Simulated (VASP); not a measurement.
# Se (P3_121) in VASP: single point with PBE

Aim: the single point of Se with PBE.

Program: VASP 6.6.1. These are calculated values, not measurements. Logs are shortened: lines on timing, memory, paths and dates and some standing lists are left out, and cuts for length are marked.

**1. The cell of the first run**

The structure is trigonal, space group P3_121 (No. 152). Conventional cell: a = 4.454 Å, b = 4.454 Å, c = 4.954 Å, α = 90.00°, β = 90.00°, γ = 120.00°. Within 3.2 Å of Se (site symmetry 2) lie 2 Se at 2.40 Å.

**2. Single point, PBE (equal xx and yy strain of +2 %)**

INCAR

```
SYSTEM = Se
PREC = Accurate ; ENCUT = 520
EDIFF = 1E-7 ; ISMEAR = -1
SIGMA = 0.03 ; LREAL = .FALSE.
LASPH = .TRUE. ; NELM = 80
ALGO = Normal ; ISIF = 2
LWAVE = .FALSE. ; LCHARG = .TRUE.
GGA = PE ; LELF = .TRUE.
LVHAR = .TRUE. ; NBANDS = 16
```

KPOINTS

```
Automatic mesh
0
G
  6 6 5
  0 0 0
```

POSCAR

```
Se
1.0
    4.4535239479      0.0000000000      0.0000000000
   -2.2267619740      3.8568648753      0.0000000000
    0.0000000000      0.0000000000      4.9536000000
Se
3
Direct
    0.2254000000      0.0000000000      0.3333333333
    0.0000000000      0.2254000000      0.6666666667
    0.7746000000      0.7746000000      0.0000000000
```

Potentials or basis: VASP PAW PBE potentials, release 64 (Se).

Started as:

```bash
cat potpaw_PBE.64/Se/POTCAR > POTCAR
mpirun -np 1 vasp_std > vasp.out
```

OUTCAR:

```text
SYSTEM = Se
   PREC = Accurate
   ENCUT = 520
   EDIFF = 1E-7
   ISMEAR = -1
   LREAL = .FALSE.
   LASPH = .TRUE.
   NELM = 80
   ISIF = 2
   GGA = PE

 ion  position               nearest neighbor table
   1  0.225  0.000  0.333-   3 2.40   2 2.40
   2  0.000  0.225  0.667-   3 2.40   1 2.40
   3  0.775  0.775  0.000-   1 2.40   2 2.40

  LATTYP: Found a hexagonal cell.
 ALAT       =     4.4535239479
 C/A-ratio  =     1.1122877205

  Lattice vectors:

 A1 = (   4.4535239479,   0.0000000000,   0.0000000000)
 A2 = (  -2.2267619740,   3.8568648753,   0.0000000000)
 A3 = (   0.0000000000,   0.0000000000,   4.9536000000)

Analysis of symmetry for initial positions (statically):
=====================================================================
 Subroutine PRICEL returns:
 Original cell was already a primitive cell.

 Routine SETGRP: Setting up the symmetry group for a
 hexagonal supercell.

 Subroutine GETGRP returns: Found  6 space group operations
 (whereof  2 operations were pure point group operations)
 out of a pool of 24 trial point group operations.

The static configuration has the point symmetry C_2 .
 The point group associated with its full space group is D_3 .

Analysis of symmetry for dynamics (positions and initial velocities):
=====================================================================
 Subroutine PRICEL returns:
 Original cell was already a primitive cell.

 Routine SETGRP: Setting up the symmetry group for a
 hexagonal supercell.

 Subroutine GETGRP returns: Found  6 space group operations
 (whereof  2 operations were pure point group operations)
 out of a pool of 24 trial point group operations.

The dynamic configuration has the point symmetry C_2 .
 The point group associated with its full space group is D_3 .

 Subroutine INISYM returns: Found  6 space group operations
 (whereof  2 operations are pure point group operations),
 and found     1 'primitive' translations

----------------------------------------------------------------------------------------

                                     Primitive cell

  volume of cell :      85.0862

  direct lattice vectors                    reciprocal lattice vectors
     4.453523948  0.000000000  0.000000000     0.224541287  0.129638973  0.000000000
[... 80 lines left out ...]
   ISTART =      0    job   : 0-new  1-cont  2-samecut
   ICHARG =      2    charge: 1-file 2-atom 10-const
   ISPIN  =      1    spin polarized calculation?
   LNONCOLLINEAR =      F non collinear calculations
   LSORBIT =      F    spin-orbit coupling
   LASPH  =      T    aspherical Exc in radial PAW
   ENCUT  =  520.0 eV  38.22 Ry    6.18 a.u.   8.28  8.28  9.21*2*pi/ulx,y,z
   NELM   =     80;   NELMIN=  2; NELMDL= -5     # of ELM steps
   EDIFF  = 0.1E-06   stopping-criterion for ELM
   LREAL  =      F    real-space projection
   EDIFFG = 0.1E-05   stopping-criterion for IOM
   NSW    =      0    number of steps for IOM
   IBRION =     -1    ionic relax: 0-MD 1-quasi-New 2-CG
   NFREE  =      0    steps in history (QN), initial steepest desc. (CG)
   ISIF   =      2    stress and relaxation
   ISYM   =      2    0-nonsym 1-usesym 2-fastsym
   POTIM  = 0.5000    time-step for ionic-motion
   TEBEG  =    0.0;   TEEND  =   0.0 temperature during run
   PSTRESS=    0.0 pullay stress
   NELECT =      18.0000    total number of electrons
   NUPDOWN=      -1.0000    fix difference up-down
   EMIN   =  10.00;   EMAX   =-10.00  energy-range for DOS
   EFERMI =   0.00;   METHOD = LEGACY
   ISMEAR =    -1;   SIGMA  =   0.03  broadening in eV -4-tet -1-fermi 0-gaus
   EFERMI_NEDOS =   21; number of points for ismear=-14 and -15
   IALGO  =     38    algorithm
   IMIX   =      4    mixing-type and parameters
     AMIX     =   0.40;   BMIX     =  1.00
     AMIX_MAG =   1.60;   BMIX_MAG =  1.00
  volume/ion in A,a.u.               =      28.36       191.40
  Fermi-wavevector in a.u.,A,eV,Ry     =   0.975467  1.843365 12.946433  0.951536
  Thomas-Fermi vector in A             =   2.106009
   LORBIT       =      0    0 simple, 1 ext, 2 COOP (PROOUT), +10 PAW based schemes
   GGA     = PE    functional components
   LHFCALC =     F    Hartree Fock is set to
   AEXX    =    0.0000 exact exchange contribution
   IVDW    =     0    specifies the selected vdW correction
   LEPSILON=     F    determine dielectric tensor
   LRPA    =     F    only Hartree local field effects (RPA)
 non-spin polarized calculation
  energy-cutoff  :      520.00
  volume of cell :       85.09
 maximum number of plane-waves:      2310
 NGX is ok and might be reduce to    36
   NGX = 17   NGY = 17   NGZ = 19

 number of electron      17.9999999 magnetization

 Free energy of the ion-electron system (eV)
  ---------------------------------------------------
  ext. energy  EPLUGINS =         0.00000000
  ---------------------------------------------------
  free energy    TOTEN  =       -10.49923124 eV

  energy without entropy =      -10.49923124  energy(sigma->0) =      -10.49923124

 E-fermi :   2.8419     XC(G=0):  -8.6635

 val. band max:        2.1818359132   @ k =  -0.1667   0.5000   0.4000
 cond. band min:       3.4869202464   @ k =   0.0000   0.0000   0.4000
 fundamental gap:      1.3050843332
 Fermi energy:         2.8418958533

 k-point     1 :       0.0000    0.0000    0.0000
  band No.  band energies     occupation
      1     -13.2860      2.00000
      2      -9.3247      2.00000
      3      -9.3247      2.00000
      4      -1.4736      2.00000
      5      -1.4736      2.00000
      6      -1.3616      2.00000
[... 433 lines left out ...]
      3      -7.9349      2.00000
      4      -2.8309      2.00000
      5      -2.0048      2.00000
      6      -1.4450      2.00000
[... 8 lines left out ...]
     15      10.2555      0.00000
     16      10.6656      0.00000

 [... further k-points ...]
[... 5 lines left out ...]
  --------------------------------------------------------------------------------------
  -------------------------------------------------------------------------------------
  Total        0.3100878      0.3100878      0.9992473     -0.0000000      0.0000000      0.0000000
  in kB        5.8389678      5.8389678     18.8158742     -0.0000000      0.0000000      0.0000000
  external PRESSURE =      10.1646033 kB  Pullay stress =       0.0000000 kB

 VOLUME and BASIS-vectors are now :
 -----------------------------------------------------------------------------
  energy-cutoff  :      520.00
  volume of cell :       85.09
      direct lattice vectors                 reciprocal lattice vectors
     4.453523948  0.000000000  0.000000000     0.224541287  0.129638973  0.000000000
    -2.226761974  3.856864875  0.000000000     0.000000000  0.259277945  0.000000000
     0.000000000  0.000000000  4.953600000     0.000000000  0.000000000  0.201873385

 POSITION                                       TOTAL-FORCE (eV/Angst)
 -----------------------------------------------------------------------------------
      1.00382      0.00000      1.65120         0.053433      0.000000     -0.000000
     -0.50191      0.86934      3.30240        -0.026717      0.046274      0.000000
      1.72485      2.98753      0.00000        -0.026717     -0.046274      0.000000
 -----------------------------------------------------------------------------------
    total drift:                                0.000000      0.000001     -0.000000

  FREE ENERGIE OF THE ION-ELECTRON SYSTEM (eV)
  ---------------------------------------------------
  free  energy   TOTEN  =       -10.4992312445 eV

  energy  without entropy=      -10.4992312445  energy(sigma->0) =      -10.49923124
```

OSZICAR:

```text
N       E                     dE             d eps       ncg     rms          rms(c)
DAV:   1     0.812944343382E+02    0.81294E+02   -0.71019E+03   864   0.922E+02
DAV:   2    -0.539188094597E+01   -0.86686E+02   -0.82616E+02  1144   0.155E+02
DAV:   3    -0.105459807469E+02   -0.51541E+01   -0.51371E+01  1128   0.425E+01
DAV:   4    -0.105812064693E+02   -0.35226E-01   -0.35223E-01  1088   0.418E+00
DAV:   5    -0.105814668480E+02   -0.26038E-03   -0.26037E-03  1152   0.356E-01    0.664E+00
DAV:   6    -0.105209449900E+02    0.60522E-01   -0.34884E-02  1072   0.117E+00    0.410E+00
DAV:   7    -0.104995877637E+02    0.21357E-01   -0.72360E-02  1080   0.165E+00    0.195E-01
DAV:   8    -0.104990663506E+02    0.52141E-03   -0.82580E-03   968   0.549E-01    0.946E-02
DAV:   9    -0.104991846740E+02   -0.11832E-03   -0.26446E-04  1216   0.106E-01    0.313E-02
DAV:  10    -0.104992281767E+02   -0.43503E-04   -0.53146E-05  1032   0.484E-02    0.693E-03
DAV:  11    -0.104992312983E+02   -0.31216E-05   -0.75955E-06  1168   0.163E-02    0.360E-03
DAV:  12    -0.104992312600E+02    0.38269E-07   -0.15907E-06  1064   0.792E-03    0.156E-03
DAV:  13    -0.104992312445E+02    0.15477E-07   -0.26168E-07  1120   0.290E-03
   1 F= -.10499231E+02 E0= -.10499231E+02  d E =-.351093E-10
```

stdout:

```text
POSCAR found type information on POSCAR Se
 POSCAR found :  1 types and       3 ions
 scaLAPACK will be used
 LDA part: xc-table for (Slater+PW92), standard interpolation
 POSCAR, INCAR and KPOINTS ok, starting setup
 FFT: planning ... GRIDC
 FFT: planning ... GRID_SOFT
 FFT: planning ... GRID
 WAVECAR not read
 entering main loop
```

It used 62 s of CPU time on 1 thread of AMD EPYC 7R13 Processor (Zen 3) (shared host).

What came out:

```yaml
Free_energy: -10.4992 eV
Pressure: 1.0 GPa
Largest_force: 0.053 eV/Å
Band_gap_on_the_k_mesh: 1.31 eV, indirect (least direct gap 1.58 eV)
```

Forces on the atoms (eV/Å):
```
Se   0.053  0.000  0.000
Se  -0.027  0.046  0.000
Se  -0.027 -0.046  0.000
```

Stress tensor (GPa, compression positive):
```
0.58 0.00 0.00
0.00 0.58 0.00
0.00 0.00 1.88
```

Levels at points of the mesh, in eV from the valence-band top:
| k point | band 6 | band 7 | band 8 | band 9 | band 10 | band 11 | band 12 | band 13 |
| --- | --- | --- | --- | --- | --- | --- | --- | --- |
| (0.00, 0.00, 0.00) | -3.54 | -1.84 | -1.84 | -0.27 | 1.99 | 1.99 | 2.21 | 6.19 |
| (0.50, 0.00, 0.00) | -3.20 | -2.62 | -1.60 | -0.82 | 2.05 | 2.40 | 4.02 | 5.53 |

Caveat: the cell differs from its parent crystal (equal xx and yy strain of +2 %). A k mesh can miss the band edges.
